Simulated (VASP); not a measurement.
Runs of VASP 6.6.1 on TaMo3. The structure is that of space group P4/mmm (No. 123), or close to it. The cells are those of the table. 

| task | spin | cell | k mesh | cutoff (eV) | gap on the mesh (eV) | pressure (GPa) |
| --- | --- | --- | --- | --- | --- | --- |
| single point | collinear, ferromagnetic start | a = 4.505, b = 4.505, c = 3.214 Å, 4 atoms | 4 × 4 × 6 | 520 | none | 0.3 |
| single point | off | a = 4.519, b = 4.519, c = 3.196 Å, 4 atoms | 4 × 4 × 6 | 520 | none | (a) |
| single point | off | a = 4.518, b = 4.518, c = 3.196 Å, 4 atoms | 10 × 10 × 14 | 520 | none | 0.4 |
| relaxation of cell and atoms | off | relaxed from a = 4.519, b = 4.519, c = 3.196 Å, 4 atoms | 4 × 4 × 6 | 600 | none | -0.2 |
| single point | off | a = 4.505, b = 4.505, c = 3.214 Å, 4 atoms | 4 × 4 × 6 | 520 | none | 0.4 |

Alike in all rows: level PBE; potentials or basis VASP PAW PBE potentials, release 64 (Ta_pv, Mo_sv); smearing gaussian 0.1 eV.

Q: Estimate the missing entries.

A: (a) 0.2.

Caveats: spin-orbit coupling is left out, which moves the levels of the heavy elements.

A k mesh can miss the band edges, and the runs leave out spin-orbit coupling on Mo, Ta.

A gap of «none» marks levels without a gap at the run's occupations.
